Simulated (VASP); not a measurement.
# Pt (I4/mmm) in VASP: further runs, part 2 of 3

VASP 6.6.1. Earlier steps stand in the parts before.

### 3 Single point, PBE (strain -0.0150 x Voigt [1, 0, 0, 0, 0, 0])

Input file INCAR:

```
SYSTEM = Pt
  PREC = Accurate
  ENCUT = 520
  EDIFF = 1E-7
  ISMEAR = 0
  SIGMA = 0.15
  LREAL = .False.
  LASPH = .True.
  NELM = 60
  ALGO = Fast
  ISIF = 2
  LWAVE = .False.
  LCHARG = .False.
  GGA = PE
  NBANDS = 11
```

Input file KPOINTS:

```
regular mesh
0
Gamma
  26 26 26
  0 0 0
```

Input file POSCAR:

```
Pt
1.0
    0.0000000000      1.9850550539      1.9850550539
    1.9552792281      0.0000000000      1.9850550539
    1.9552792281      1.9850550539      0.0000000000
Pt
1
Direct
    0.0000000000      0.0000000000      0.0000000000
```

Potentials or basis: VASP PAW PBE potentials, release 64 (Pt).

The run is started by

```sh
> cat potpaw_PBE.64/Pt/POTCAR > POTCAR
> mpirun -np 1 vasp_std > vasp.out
```

OUTCAR:

```text
SYSTEM = Pt
   PREC = Accurate
   ENCUT = 520
   EDIFF = 1E-7
   ISMEAR = 0
   LREAL = .False.
   LASPH = .True.
   NELM = 60
   ISIF = 2
   GGA = PE

 ion  position               nearest neighbor table
   1  0.000  0.000  0.000-

  LATTYP: Found a body centered tetragonal cell.
 ALAT       =     2.8072917793
 C/A-ratio  =     1.3930003589

  Lattice vectors:

 A1 = (  -1.9552792281,   0.0000000000,  -1.9850550539)
 A2 = (  -1.9552792281,   0.0000000000,   1.9850550539)
 A3 = (   1.9552792281,   1.9850550539,   0.0000000000)

Analysis of symmetry for initial positions (statically):
=====================================================================
 Subroutine PRICEL returns:
 Original cell was already a primitive cell.

 Routine SETGRP: Setting up the symmetry group for a
 body centered tetragonal supercell.

 Subroutine GETGRP returns: Found 16 space group operations
 (whereof 16 operations were pure point group operations)
 out of a pool of 16 trial point group operations.

The static configuration has the point symmetry D_4h.

Analysis of symmetry for dynamics (positions and initial velocities):
=====================================================================
 Subroutine PRICEL returns:
 Original cell was already a primitive cell.

 Routine SETGRP: Setting up the symmetry group for a
 body centered tetragonal supercell.

 Subroutine GETGRP returns: Found 16 space group operations
 (whereof 16 operations were pure point group operations)
 out of a pool of 16 trial point group operations.

The dynamic configuration has the point symmetry D_4h.

 Subroutine INISYM returns: Found 16 space group operations
 (whereof 16 operations are pure point group operations),
 and found     1 'primitive' translations

----------------------------------------------------------------------------------------

                                     Primitive cell

  volume of cell :      15.4093

  direct lattice vectors                    reciprocal lattice vectors
     0.000000000  1.985055054  1.985055054    -0.255717952  0.251882183  0.251882183
     1.955279228  0.000000000  1.985055054     0.255717952 -0.251882183  0.251882183
     1.955279228  1.985055054  0.000000000     0.255717952  0.251882183 -0.251882183

  length of vectors
     2.807291779  2.786316642  2.786316642     0.438498505  0.438498505  0.438498505

  position of ions in fractional coordinates (direct lattice)
     0.000000000  0.000000000  0.000000000

  ion indices of the primitive-cell ions
   primitive index   ion index
                 1           1

----------------------------------------------------------------------------------------

 KPOINTS: regular mesh

Automatic generation of k-mesh.
 Grid dimensions read from file:
 generate k-points for:   26   26   26

 Generating k-lattice:

  Cartesian coordinates                     Fractional coordinates (reciprocal lattice)
    -0.009835306  0.009687776  0.009687776     0.038461538  0.000000000  0.000000000
     0.009835306 -0.009687776  0.009687776     0.000000000  0.038461538  0.000000000
     0.009835306  0.009687776 -0.009687776     0.000000000  0.000000000  0.038461538

  Length of vectors
     0.016865327  0.016865327  0.016865327

  Shift w.r.t. Gamma in fractional coordinates (k-lattice)
     0.000000000  0.000000000  0.000000000

 Subroutine IBZKPT returns following result:
 ===========================================

 Found   1330 irreducible k-points:

 Following reciprocal coordinates:
            Coordinates               Weight
  0.000000  0.000000  0.000000      1.000000
  0.038462  0.000000  0.000000      8.000000
  0.076923  0.000000  0.000000      8.000000
  0.115385  0.000000  0.000000      8.000000
  0.153846  0.000000  0.000000      8.000000
  0.192308  0.000000  0.000000      8.000000
[... 16 lines left out ...]
  0.346154  0.038462  0.000000     16.000000
  0.384615  0.038462  0.000000     16.000000
 [... further k-points ...]
   k-points           NKPTS =   1330   k-points in BZ     NKDIM =   1330   number of bands    NBANDS=     11
   number of dos      NEDOS =    301   number of ions     NIONS =      1
   total plane-waves  NPLWV =  13824
   dimension x,y,z NGX =    24 NGY =   24 NGZ =   24
   dimension x,y,z NGXF=    48 NGYF=   48 NGZF=   48
   ions per type =               1
   NGX,Y,Z   is equivalent  to a cutoff of  14.21, 14.32, 14.32 a.u.
   NGXF,Y,Z  is equivalent  to a cutoff of  28.43, 28.64, 28.64 a.u.
 SYSTEM =  Pt
   PREC   = accura    normal or accurate (medium, high low for compatibility)
   ISTART =      0    job   : 0-new  1-cont  2-samecut
   ICHARG =      2    charge: 1-file 2-atom 10-const
   ISPIN  =      1    spin polarized calculation?
   LNONCOLLINEAR =      F non collinear calculations
   LSORBIT =      F    spin-orbit coupling
   LASPH  =      T    aspherical Exc in radial PAW
   ENCUT  =  520.0 eV  38.22 Ry    6.18 a.u.   5.22  5.18  5.18*2*pi/ulx,y,z
   NELM   =     60;   NELMIN=  2; NELMDL= -5     # of ELM steps
   EDIFF  = 0.1E-06   stopping-criterion for ELM
   LREAL  =      F    real-space projection
   EDIFFG = 0.1E-05   stopping-criterion for IOM
   NSW    =      0    number of steps for IOM
   IBRION =     -1    ionic relax: 0-MD 1-quasi-New 2-CG
   NFREE  =      0    steps in history (QN), initial steepest desc. (CG)
   ISIF   =      2    stress and relaxation
   ISYM   =      2    0-nonsym 1-usesym 2-fastsym
   POTIM  = 0.5000    time-step for ionic-motion
   TEBEG  =    0.0;   TEEND  =   0.0 temperature during run
   PSTRESS=    0.0 pullay stress
   NELECT =      10.0000    total number of electrons
   NUPDOWN=      -1.0000    fix difference up-down
   EMIN   =  10.00;   EMAX   =-10.00  energy-range for DOS
   EFERMI =   0.00;   METHOD = LEGACY
   ISMEAR =     0;   SIGMA  =   0.15  broadening in eV -4-tet -1-fermi 0-gaus
   EFERMI_NEDOS =   21; number of points for ismear=-14 and -15
   IALGO  =     68    algorithm
   IMIX   =      4    mixing-type and parameters
     AMIX     =   0.40;   BMIX     =  1.00
     AMIX_MAG =   1.60;   BMIX_MAG =  1.00
  volume/ion in A,a.u.               =      15.41       103.99
  Fermi-wavevector in a.u.,A,eV,Ry     =   1.417360  2.678422 27.332875  2.008910
  Thomas-Fermi vector in A             =   2.538598
   LORBIT       =      0    0 simple, 1 ext, 2 COOP (PROOUT), +10 PAW based schemes
   GGA     = PE    functional components
   LHFCALC =     F    Hartree Fock is set to
   AEXX    =    0.0000 exact exchange contribution
   IVDW    =     0    specifies the selected vdW correction
   LEPSILON=     F    determine dielectric tensor
   LRPA    =     F    only Hartree local field effects (RPA)
 non-spin polarized calculation
 RMM-DIIS sequential band-by-band and
 Gauss-broadening in eV      SIGMA  =   0.15
  energy-cutoff  :      520.00
  volume of cell :       15.41
 maximum number of plane-waves:       436
 NGX is ok and might be reduce to    24
   NGX = 11   NGY = 11   NGZ = 11

 number of electron      10.0000001 magnetization

 Free energy of the ion-electron system (eV)
  ---------------------------------------------------
  ext. energy  EPLUGINS =         0.00000000
  ---------------------------------------------------
  free energy    TOTEN  =        -6.10591558 eV

  energy without entropy =       -6.08336758  energy(sigma->0) =       -6.09464158

 E-fermi :  10.8513     XC(G=0): -13.3615

 val. band max:       10.8510928289   @ k =  -0.2308   0.2308   0.1923
 cond. band min:      10.8515631977   @ k =  -0.4615   0.0769   0.0769
 fundamental gap:      0.0004703688
 Fermi energy:        10.8512623692

 k-point     1 :       0.0000    0.0000    0.0000
  band No.  band energies     occupation
      1       0.8794      2.00000
      2       7.1416      2.00000
      3       7.1416      2.00000
      4       7.3120      2.00000
      5       9.1764      2.00000
      6       9.3742      2.00000
      7      25.5575      0.00000
      8      30.2720      0.00000
      9      30.2720      0.00000
     10      30.6540      0.00000
     11      35.6699      0.00000

 k-point     2 :       0.0385    0.0000    0.0000
  band No.  band energies     occupation
      1       0.9381      2.00000
      2       7.1302      2.00000
      3       7.1652      2.00000
      4       7.3205      2.00000
      5       9.1643      2.00000
      6       9.3596      2.00000
      7      25.6484      0.00000
      8      30.0135      0.00000
      9      30.3606      0.00000
     10      30.6591      0.00000
     11      36.0477      0.00000
[... 295 lines left out ...]
 k-point    24 :       0.3846    0.0385    0.0000
  band No.  band energies     occupation
      1       3.7404      2.00000
      2       7.1852      2.00000
      3       7.4139      2.00000
      4       8.2561      2.00000
      5      10.3670      2.00000
      6      10.4903      1.99933
      7      19.6197      0.00000
      8      25.8828      0.00000
      9      30.6162      0.00000
     10      31.3036      0.00000
     11      36.8168      0.00000

 [... further k-points ...]
[... 5 lines left out ...]
  --------------------------------------------------------------------------------------
  -------------------------------------------------------------------------------------
  Total        0.4238744      0.2936418      0.2936418      0.0000000      0.0000000     -0.0000000
  in kB       44.0721110     30.5312482     30.5312482      0.0000000      0.0000000     -0.0000000
  external PRESSURE =      35.0448691 kB  Pullay stress =       0.0000000 kB

 VOLUME and BASIS-vectors are now :
 -----------------------------------------------------------------------------
  energy-cutoff  :      520.00
  volume of cell :       15.41
      direct lattice vectors                 reciprocal lattice vectors
     0.000000000  1.985055054  1.985055054    -0.255717952  0.251882183  0.251882183
     1.955279228  0.000000000  1.985055054     0.255717952 -0.251882183  0.251882183
     1.955279228  1.985055054  0.000000000     0.255717952  0.251882183 -0.251882183

 POSITION                                       TOTAL-FORCE (eV/Angst)
 -----------------------------------------------------------------------------------
      0.00000      0.00000      0.00000         0.000000      0.000000     -0.000000
 -----------------------------------------------------------------------------------
    total drift:                               -0.000000      0.000000     -0.000000

  FREE ENERGIE OF THE ION-ELECTRON SYSTEM (eV)
  ---------------------------------------------------
  free  energy   TOTEN  =        -6.1059155814 eV

  energy  without entropy=       -6.0833675792  energy(sigma->0) =       -6.09464158
```

OSZICAR:

```text
N       E                     dE             d eps       ncg     rms          rms(c)
DAV:   1     0.397104709158E+02    0.39710E+02   -0.53502E+03 29983   0.844E+02
DAV:   2    -0.587211395412E+01   -0.45583E+02   -0.43709E+02 33375   0.176E+02
DAV:   3    -0.648296347502E+01   -0.61085E+00   -0.60589E+00 34144   0.194E+01
DAV:   4    -0.648538683221E+01   -0.24234E-02   -0.24231E-02 33584   0.144E+00
DAV:   5    -0.648540660319E+01   -0.19771E-04   -0.19769E-04 34292   0.120E-01    0.121E+01
RMM:   6    -0.614507683957E+01    0.34033E+00   -0.34933E-01 29406   0.504E+00    0.643E+00
RMM:   7    -0.610909353023E+01    0.35983E-01   -0.68692E-02 30849   0.241E+00    0.249E+00
RMM:   8    -0.610619756060E+01    0.28960E-02   -0.79847E-03 30908   0.778E-01    0.590E-01
RMM:   9    -0.610589817268E+01    0.29939E-03   -0.86301E-04 33227   0.256E-01    0.458E-02
RMM:  10    -0.610591354115E+01   -0.15368E-04   -0.13097E-04 34601   0.865E-02    0.563E-02
RMM:  11    -0.610591519233E+01   -0.16512E-05   -0.15957E-05 35122   0.270E-02    0.935E-03
RMM:  12    -0.610591561655E+01   -0.42422E-06   -0.42735E-06 33716   0.149E-02    0.569E-03
RMM:  13    -0.610591542912E+01    0.18743E-06   -0.10412E-06 31358   0.664E-03    0.223E-03
RMM:  14    -0.610591558508E+01   -0.15597E-06   -0.23936E-07 22853   0.299E-03    0.555E-04
RMM:  15    -0.610591558142E+01    0.36632E-08   -0.59179E-08 18442   0.155E-03
   1 F= -.61059156E+01 E0= -.60946416E+01  d E =-.225480E-01
```

stdout:

```text
POSCAR found type information on POSCAR Pt
 POSCAR found :  1 types and       1 ions
 scaLAPACK will be used
 LDA part: xc-table for (Slater+PW92), standard interpolation
 POSCAR, INCAR and KPOINTS ok, starting setup
 FFT: planning ... GRIDC
 FFT: planning ... GRID_SOFT
 FFT: planning ... GRID
 WAVECAR not read
 entering main loop
WARNING in EDDRMM: call to ZHEGV failed, returncode =   8  4     11
WARNING in EDDRMM: call to ZHEGV failed, returncode =   8  4     11
WARNING in EDDRMM: call to ZHEGV failed, returncode =   8  4     11
```

Wall time 84 s (1 thread of Intel Xeon 6975P-C (Granite Rapids), shared host); peak memory 0.34 GiB.

Results:

* Free energy: -6.1059 eV
* Pressure: 3.5 GPa
* Band gap on the k mesh: zero (band 5 reaches 11.39 eV, above the bottom of band 6 at 9.21 eV)

Stress tensor (GPa, compression positive):
```
4.41 0.00 0.00
0.00 3.05 0.00
0.00 0.00 3.05
```

Caveat: the cell differs from its parent crystal (strain -0.0150 x Voigt [1, 0, 0, 0, 0, 0]); spin-orbit coupling is left out, which moves the levels of the heavy elements.

### 4 Single point, PBE (strain -0.0100 x Voigt [1, 0, 0, 0, 0, 0])

Input file INCAR:

```
SYSTEM = Pt
PREC = Accurate
ENCUT = 520
EDIFF = 1E-6
ISMEAR = 0
SIGMA = 0.15
LREAL = .FALSE.
LASPH = .TRUE.
NELM = 100
ALGO = Fast
ISIF = 2
LWAVE = .FALSE.
LCHARG = .FALSE.
GGA = PE
NBANDS = 11
```

Input file KPOINTS:

```
Automatic mesh
0
G
  26 26 26
  0 0 0
```

Input file POSCAR:

```
Pt
1.0
    0.0000000000      1.9850550539      1.9850550539
    1.9652045034      0.0000000000      1.9850550539
    1.9652045034      1.9850550539      0.0000000000
Pt
1
Direct
    0.0000000000      0.0000000000      0.0000000000
```

The run is started by

```sh
> cat potpaw_PBE.64/Pt/POTCAR > POTCAR
> mpirun -np 1 vasp_std > vasp.out
```

Run time: 67 s. Hardware: 1 thread of Intel Xeon 6975P-C (Granite Rapids), shared host; peak memory 0.34 GiB.

It converged, with:

```
Free energy            : -6.1077 eV
Pressure               : 2.1 GPa
Band gap on the k mesh : zero (band 5 reaches 11.27 eV, above the bottom of band 6 at 9.14 eV)
```

Stress tensor (GPa, compression positive):
```
2.73 0.00 0.00
0.00 1.83 0.00
0.00 0.00 1.83
```

Levels at points of the mesh, in eV from the Fermi level:
```
           k point  band 1  band 2  band 3  band 4  band 5  band 6  band 7  band 8  band 9  band 10
(0.00, 0.00, 0.00)   -9.92   -3.66   -3.66   -3.55   -1.63   -1.50   14.72   19.45   19.45    19.70
(0.50, 0.00, 0.00)   -7.05   -3.74   -3.63   -0.36    0.01    0.06    5.64   14.27   18.70    18.90
(0.50, 0.50, 0.00)   -6.79   -6.34    0.00    0.42    0.51    1.77    8.51   11.34   11.41    19.88
(0.00, 0.50, 0.50)   -6.77   -6.34    0.00    0.47    0.47    1.96    8.77   11.19   11.19    19.73
```

Caveat: the cell differs from its parent crystal (strain -0.0100 x Voigt [1, 0, 0, 0, 0, 0]); spin-orbit coupling is left out, which moves the levels of the heavy elements.

(Part 2 of 3 ends here.)
